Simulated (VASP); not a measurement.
# SnGe5 (P3m1) in VASP: further runs

Runs on SnGe5. Level: PBE. Tasks: single point.

Program: VASP 6.6.1. These are calculated values, not measurements. Logs are shortened: lines on timing, memory, paths and dates and some standing lists are left out, and cuts for length are marked.

**1. The cell of the first run**

The structure is trigonal, space group P3m1 (No. 156). The conventional cell has a = 3.485 Å, b = 3.485 Å, c = 12.526 Å, α = 90.00°, β = 90.00°, γ = 120.00°. Sn (site symmetry 3m) has 6 Ge at 3.05 Å and 6 Sn at 3.49 Å within 4.0 Å. Within 3.7 Å of Ge (site symmetry 3m) lie 9 Ge at 2.83 to 3.49 Å and 3 Sn at 3.05 Å. Ge (site symmetry 3m) has 12 Ge at 2.83 to 3.49 Å within 3.7 Å. Within 3.7 Å of Ge (site symmetry 3m) lie 12 Ge at 2.83 to 3.49 Å. Within 3.7 Å of Ge (site symmetry 3m) lie 12 Ge at 2.83 to 3.49 Å. Within 3.7 Å of Ge (site symmetry 3m) lie 9 Ge at 2.83 to 3.49 Å and 3 Sn at 3.05 Å.

The cell was built from a structure type or drawn by symmetry, and may not be a known phase.

**2. Single point, PBE**

INCAR

```
SYSTEM = SnGe5
PREC = Accurate
ENCUT = 520
EDIFF = 1E-6
ISMEAR = 0
SIGMA = 0.1
LREAL = .False.
LASPH = .True.
NELM = 60
ALGO = Normal
ISIF = 2
LWAVE = .False.
LCHARG = .False.
GGA = PE
NBANDS = 51
```

KPOINTS

```
regular mesh
0
Gamma
  6 6 2
  0 0 0
```

POSCAR

```
SnGe5
1.0
    3.4854103700      0.0000000000      0.0000000000
   -1.7427051900      3.0184539200      0.0000000000
    0.0000000000      0.0000000000     12.5262725400
Sn Ge
1 5
Direct
    0.0000000000      0.0000000000      0.0000000000
    0.3333333300      0.6666666700      0.1828827700
    0.6666666700      0.3333333300      0.3414413900
    0.3333333300      0.6666666700      0.5000000000
    0.0000000000      0.0000000000      0.6585586100
    0.3333333300      0.6666666700      0.8171172300
```

Potentials or basis: VASP PAW PBE potentials, release 64 (Sn_d, Ge_d).

Started as:

```console
$ cat potpaw_PBE.64/Sn_d/POTCAR potpaw_PBE.64/Ge_d/POTCAR > POTCAR
$ mpirun -np 1 vasp_std > vasp.out
```

OUTCAR:

```text
SYSTEM = SnGe5
   PREC = Accurate
   ENCUT = 520
   EDIFF = 1E-6
   ISMEAR = 0
   LREAL = .False.
   LASPH = .True.
   NELM = 60
   ISIF = 2
   GGA = PE

 ion  position               nearest neighbor table
   1  0.000  0.000  0.000-   2 3.05   6 3.05   2 3.05   6 3.05   2 3.05   6 3.05
   2  0.333  0.667  0.183-   3 2.83   3 2.83   3 2.83   1 3.05   1 3.05   1 3.05
   3  0.667  0.333  0.341-   4 2.83   4 2.83   4 2.83   2 2.83   2 2.83   2 2.83
   4  0.333  0.667  0.500-   3 2.83   3 2.83   5 2.83   5 2.83   5 2.83   3 2.83
   5  0.000  0.000  0.659-   4 2.83   4 2.83   4 2.83   6 2.83   6 2.83   6 2.83
   6  0.333  0.667  0.817-   5 2.83   5 2.83   5 2.83   1 3.05   1 3.05   1 3.05

  LATTYP: Found a hexagonal cell.
 ALAT       =     3.4854103700
 C/A-ratio  =     3.5939161276

  Lattice vectors:

 A1 = (   3.4854103700,   0.0000000000,   0.0000000000)
 A2 = (  -1.7427051900,   3.0184539200,   0.0000000000)
 A3 = (   0.0000000000,   0.0000000000,  12.5262725400)

Analysis of symmetry for initial positions (statically):
=====================================================================
 Subroutine PRICEL returns:
 Original cell was already a primitive cell.

 Routine SETGRP: Setting up the symmetry group for a
 hexagonal supercell.

 Subroutine GETGRP returns: Found  6 space group operations
 (whereof  6 operations were pure point group operations)
 out of a pool of 24 trial point group operations.

The static configuration has the point symmetry C_3v.

Analysis of symmetry for dynamics (positions and initial velocities):
=====================================================================
 Subroutine PRICEL returns:
 Original cell was already a primitive cell.

 Routine SETGRP: Setting up the symmetry group for a
 hexagonal supercell.

 Subroutine GETGRP returns: Found  6 space group operations
 (whereof  6 operations were pure point group operations)
 out of a pool of 24 trial point group operations.

The dynamic configuration has the point symmetry C_3v.

 Subroutine INISYM returns: Found  6 space group operations
 (whereof  6 operations are pure point group operations),
 and found     1 'primitive' translations

----------------------------------------------------------------------------------------

                                     Primitive cell

  volume of cell :     131.7833

  direct lattice vectors                    reciprocal lattice vectors
     3.485410370  0.000000000  0.000000000     0.286910261  0.165647717  0.000000000
    -1.742705190  3.018453920  0.000000000     0.000000000  0.331295434  0.000000000
     0.000000000  0.000000000 12.526272540     0.000000000  0.000000000  0.079832208

  length of vectors
     3.485410370  3.485410370 12.526272540     0.331295434  0.331295434  0.079832208

  position of ions in fractional coordinates (direct lattice)
     0.000000000  0.000000000  0.000000000
     0.333333330  0.666666670  0.182882770
     0.666666670  0.333333330  0.341441390
     0.333333330  0.666666670  0.500000000
     0.000000000  0.000000000  0.658558610
     0.333333330  0.666666670  0.817117230

  ion indices of the primitive-cell ions
   primitive index   ion index
                 1           1
                 2           2
                 3           3
                 4           4
                 5           5
                 6           6

----------------------------------------------------------------------------------------

 KPOINTS: regular mesh

Automatic generation of k-mesh.
 Grid dimensions read from file:
 generate k-points for:    6    6    2

 Generating k-lattice:

  Cartesian coordinates                     Fractional coordinates (reciprocal lattice)
     0.047818377  0.027607953  0.000000000     0.166666667  0.000000000  0.000000000
     0.000000000  0.055215906  0.000000000     0.000000000  0.166666667  0.000000000
     0.000000000  0.000000000  0.039916104     0.000000000  0.000000000  0.500000000

  Length of vectors
     0.055215906  0.055215906  0.039916104

  Shift w.r.t. Gamma in fractional coordinates (k-lattice)
     0.000000000  0.000000000  0.000000000

 Subroutine IBZKPT returns following result:
 ===========================================

 Found     14 irreducible k-points:

 Following reciprocal coordinates:
            Coordinates               Weight
  0.000000  0.000000  0.000000      1.000000
  0.166667 -0.000000  0.000000      6.000000
  0.333333  0.000000  0.000000      6.000000
  0.500000 -0.000000  0.000000      3.000000
  0.166667  0.166667  0.000000      6.000000
  0.333333  0.166667  0.000000     12.000000
  0.333333  0.333333  0.000000      2.000000
  0.000000  0.000000  0.500000      1.000000
  0.166667 -0.000000  0.500000      6.000000
  0.333333  0.000000  0.500000      6.000000
  0.500000 -0.000000  0.500000      3.000000
  0.166667  0.166667  0.500000      6.000000
  0.333333  0.166667  0.500000     12.000000
  0.333333  0.333333  0.500000      2.000000
   k-points           NKPTS =     14   k-points in BZ     NKDIM =     14   number of bands    NBANDS=     51
   number of dos      NEDOS =    301   number of ions     NIONS =      6
   total plane-waves  NPLWV =  75264
   dimension x,y,z NGX =    28 NGY =   28 NGZ =   96
   dimension x,y,z NGXF=    56 NGYF=   56 NGZF=  192
   ions per type =               1   5
   NGX,Y,Z   is equivalent  to a cutoff of  13.36, 13.36, 12.74 a.u.
   NGXF,Y,Z  is equivalent  to a cutoff of  26.71, 26.71, 25.48 a.u.
 SYSTEM =  SnGe5
   PREC   = accura    normal or accurate (medium, high low for compatibility)
   ISTART =      0    job   : 0-new  1-cont  2-samecut
   ICHARG =      2    charge: 1-file 2-atom 10-const
   ISPIN  =      1    spin polarized calculation?
   LNONCOLLINEAR =      F non collinear calculations
   LSORBIT =      F    spin-orbit coupling
   LASPH  =      T    aspherical Exc in radial PAW
   ENCUT  =  520.0 eV  38.22 Ry    6.18 a.u.   6.48  6.48 23.29*2*pi/ulx,y,z
   NELM   =     60;   NELMIN=  2; NELMDL= -5     # of ELM steps
   EDIFF  = 0.1E-05   stopping-criterion for ELM
   LREAL  =      F    real-space projection
   EDIFFG = 0.1E-04   stopping-criterion for IOM
   NSW    =      0    number of steps for IOM
   IBRION =     -1    ionic relax: 0-MD 1-quasi-New 2-CG
   NFREE  =      0    steps in history (QN), initial steepest desc. (CG)
   ISIF   =      2    stress and relaxation
   ISYM   =      2    0-nonsym 1-usesym 2-fastsym
   POTIM  = 0.5000    time-step for ionic-motion
   TEBEG  =    0.0;   TEEND  =   0.0 temperature during run
   PSTRESS=    0.0 pullay stress
   NELECT =      84.0000    total number of electrons
   NUPDOWN=      -1.0000    fix difference up-down
   EMIN   =  10.00;   EMAX   =-10.00  energy-range for DOS
   EFERMI =   0.00;   METHOD = LEGACY
   ISMEAR =     0;   SIGMA  =   0.10  broadening in eV -4-tet -1-fermi 0-gaus
   EFERMI_NEDOS =   21; number of points for ismear=-14 and -15
   IALGO  =     38    algorithm
   IMIX   =      4    mixing-type and parameters
     AMIX     =   0.40;   BMIX     =  1.00
     AMIX_MAG =   1.60;   BMIX_MAG =  1.00
  volume/ion in A,a.u.               =      21.96       148.22
  Fermi-wavevector in a.u.,A,eV,Ry     =   1.408903  2.662441 27.007676  1.985008
  Thomas-Fermi vector in A             =   2.531014
   LORBIT       =      0    0 simple, 1 ext, 2 COOP (PROOUT), +10 PAW based schemes
   GGA     = PE    functional components
   LHFCALC =     F    Hartree Fock is set to
   AEXX    =    0.0000 exact exchange contribution
   IVDW    =     0    specifies the selected vdW correction
   LEPSILON=     F    determine dielectric tensor
   LRPA    =     F    only Hartree local field effects (RPA)
 non-spin polarized calculation
 Gauss-broadening in eV      SIGMA  =   0.10
  energy-cutoff  :      520.00
  volume of cell :      131.78
 maximum number of plane-waves:      3610
 NGX is ok and might be reduce to    28
   NGX = 13   NGY = 13   NGZ = 47

 number of electron      84.0000012 magnetization

 Free energy of the ion-electron system (eV)
  ---------------------------------------------------
  ext. energy  EPLUGINS =         0.00000000
  ---------------------------------------------------
  free energy    TOTEN  =       -24.47505918 eV

  energy without entropy =      -24.45887997  energy(sigma->0) =      -24.46696958

 E-fermi :   6.1993     XC(G=0): -10.6538

 val. band max:        6.1937177685   @ k =   0.3333   0.3333   0.5000
 cond. band min:       6.2176473458   @ k =   0.1667   0.1667   0.5000
 fundamental gap:      0.0239295772
 Fermi energy:         6.1993008732

 k-point     1 :       0.0000    0.0000    0.0000
  band No.  band energies     occupation
      1     -18.6078      2.00000
      2     -18.6078      2.00000
      3     -18.5823      2.00000
      4     -18.5823      2.00000
      5     -18.5740      2.00000
      6     -18.5740      2.00000
[... 43 lines left out ...]
     50      12.2695      0.00000
     51      12.2857      0.00000

 k-point     2 :       0.1667   -0.0000    0.0000
  band No.  band energies     occupation
      1     -18.6061      2.00000
      2     -18.6042      2.00000
      3     -18.5845      2.00000
      4     -18.5793      2.00000
      5     -18.5705      2.00000
      6     -18.5703      2.00000
[... 43 lines left out ...]
     50      11.2740      0.00000
     51      12.2044      0.00000

 k-point     3 :       0.3333    0.0000    0.0000
  band No.  band energies     occupation
      1     -18.6039      2.00000
      2     -18.5998      2.00000
      3     -18.5849      2.00000
      4     -18.5719      2.00000
      5     -18.5660      2.00000
      6     -18.5641      2.00000
[... 43 lines left out ...]
     50      10.3965      0.00000
     51      10.5603      0.00000
[... 487 lines left out ...]
 k-point    13 :       0.3333    0.1667    0.5000
  band No.  band energies     occupation
      1     -18.6030      2.00000
      2     -18.5971      2.00000
      3     -18.5805      2.00000
      4     -18.5708      2.00000
      5     -18.5676      2.00000
      6     -18.5615      2.00000
[... 43 lines left out ...]
     50       9.7532      0.00000
     51      11.5070      0.00000

 k-point    14 :       0.3333    0.3333    0.5000
  band No.  band energies     occupation
      1     -18.6055      2.00000
      2     -18.5884      2.00000
      3     -18.5795      2.00000
      4     -18.5721      2.00000
      5     -18.5683      2.00000
      6     -18.5639      2.00000
[... 43 lines left out ...]
     50      10.6846      0.00000
     51      11.3538      0.00000

------------------------ aborting loop because EDIFF is reached ----------------------------------------

  FORCE on cell =-STRESS in cart. coord.  units (eV):
  Direction    XX          YY          ZZ          XY          YZ          ZX
  --------------------------------------------------------------------------------------
  -------------------------------------------------------------------------------------
  Total       -0.2388273     -0.2388273     -3.1232610      0.0000000      0.0000000     -0.0000000
  in kB       -2.9035831     -2.9035831    -37.9715689      0.0000000      0.0000000     -0.0000000
  external PRESSURE =     -14.5929117 kB  Pullay stress =       0.0000000 kB

 VOLUME and BASIS-vectors are now :
 -----------------------------------------------------------------------------
  energy-cutoff  :      520.00
  volume of cell :      131.78
      direct lattice vectors                 reciprocal lattice vectors
     3.485410370  0.000000000  0.000000000     0.286910261  0.165647717  0.000000000
    -1.742705190  3.018453920  0.000000000     0.000000000  0.331295434  0.000000000
     0.000000000  0.000000000 12.526272540     0.000000000  0.000000000  0.079832208

 POSITION                                       TOTAL-FORCE (eV/Angst)
 -----------------------------------------------------------------------------------
      0.00000      0.00000      0.00000         0.000000     -0.000000     -0.042700
     -0.00000      2.01230      2.29084        -0.000000     -0.000000      0.319211
      1.74271      1.00615      4.27699         0.000000     -0.000000     -0.006944
     -0.00000      2.01230      6.26314         0.000000     -0.000000      0.094944
      0.00000      0.00000      8.24928         0.000000     -0.000000     -0.001757
     -0.00000      2.01230     10.23543        -0.000000      0.000000     -0.362754
 -----------------------------------------------------------------------------------
    total drift:                                0.000020     -0.000012      0.000199

  FREE ENERGIE OF THE ION-ELECTRON SYSTEM (eV)
  ---------------------------------------------------
  free  energy   TOTEN  =       -24.4750591829 eV

  energy  without entropy=      -24.4588799688  energy(sigma->0) =      -24.46696958
```

Run time: 3.5 min. Hardware: 1 thread of Intel Xeon 8259CL, shared host; peak memory 0.29 GiB.

What came out:

```yaml
Free_energy: -24.4751 eV
Pressure: -1.5 GPa
Largest_force: 0.363 eV/Å
Band_gap_on_the_k_mesh: zero (bands 42 and 43 overlap by 4.64 eV)
```

Forces in eV/Å, atoms in the order of the input:
```
Sn   0.000  0.000 -0.043
Ge   0.000  0.000  0.319
Ge   0.000  0.000 -0.007
Ge   0.000  0.000  0.095
Ge   0.000  0.000 -0.002
Ge   0.000  0.000 -0.363
```

Levels at points of the mesh, in eV from the Fermi level:
```
           k point  band 38  band 39  band 40  band 41  band 42  band 43  band 44  band 45  band 46  band 47
(0.00, 0.00, 0.00)     2.15     2.17     2.34     2.34     2.88     2.88     3.61     3.61     4.54     4.54
(0.50, 0.00, 0.00)    -4.12    -3.35    -3.22    -0.34    -0.22     0.22     0.58     0.90     1.10     1.22
(0.00, 0.00, 0.50)    -0.79     2.38     2.38     2.76     2.76     3.93     3.93     4.19     4.19     4.53
(0.50, 0.00, 0.50)    -4.40    -2.43    -2.18    -1.47    -1.14    -0.25     0.21     1.92     2.17     2.26
```

Caveat: spin-orbit coupling is left out, which moves the levels of the heavy elements.

**3. Single point, PBE**

This run uses another cell than the first one, of 22.35 Å³/atom.

INCAR

```
PREC     = Accurate       # precision mode
ENCUT    = 520            # plane-wave cutoff, eV
EDIFF    = 1E-6           # SCF threshold, eV
ISMEAR   = 0              # smearing method
SIGMA    = 0.1            # smearing width, eV
LREAL    = F              # projectors in reciprocal space
LASPH    = T              # aspherical terms in the spheres
NELM     = 100            # most SCF steps
ALGO     = Normal         # electronic algorithm
ISIF     = 2              # what is computed and relaxed
LWAVE    = F              # write WAVECAR
LCHARG   = F              # write CHGCAR
GGA      = PE             # functional
NBANDS   = 51             # bands
```

KPOINTS

```
regular mesh
0
Gamma
  12 12 4
```

POSCAR

```
SnGe5
1.0
    3.8982250026      0.0000000032      0.0000000000
   -1.9491125041      3.3759618803      0.0000000000
    0.0000000000      0.0000000000     10.1917174240
Sn Ge
1 5
Direct
    0.0000000000      0.0000000000     -0.0040382552
    0.3333333333      0.6666666667      0.2015705397
    0.6666666667      0.3333333333      0.3361876780
    0.3333333333      0.6666666667      0.4930003869
    0.0000000000      0.0000000000      0.6696639639
    0.3333333333      0.6666666667      0.8036156867
```

Potentials or basis: VASP PAW PBE potentials, release 64 (Sn_d, Ge_d).

Started as:

```console
$ cat potpaw_PBE.64/Sn_d/POTCAR potpaw_PBE.64/Ge_d/POTCAR > POTCAR
$ mpirun -np 1 vasp_std > vasp.out
```

Wall time 15 min (1 thread of Intel Xeon 8259CL, shared host); peak memory 0.5 GiB.

It converged, with:

```
Free energy            : -25.0571 eV
Pressure               : -0.1 GPa
Largest force          : 0.006 eV/Å
Band gap on the k mesh : zero (bands 42 and 43 overlap by 2.35 eV)
```

Forces on the atoms (eV/Å):
```
Sn   0.000  0.000  0.002
Ge   0.000  0.000 -0.006
Ge   0.000  0.000  0.000
Ge   0.000  0.000  0.004
Ge   0.000  0.000  0.003
Ge   0.000  0.000 -0.002
```

Levels at points of the mesh, in eV from the Fermi level:
```tsv
k point	band 38	band 39	band 40	band 41	band 42	band 43	band 44	band 45	band 46	band 47
(0.00, 0.00, 0.00)	-0.48	0.07	0.15	0.15	0.58	1.88	1.88	2.21	2.93	2.93
(0.50, 0.00, 0.00)	-3.31	-2.54	-2.45	-2.34	-1.40	0.05	0.57	1.36	1.88	3.20
(0.00, 0.00, 0.50)	-0.40	-0.01	-0.01	0.03	0.50	2.29	2.29	2.49	2.49	2.68
(0.50, 0.00, 0.50)	-3.99	-2.29	-1.81	-1.13	-0.58	-0.16	0.36	1.18	1.48	1.67
```

Caveat: spin-orbit coupling is left out, which moves the levels of the heavy elements.
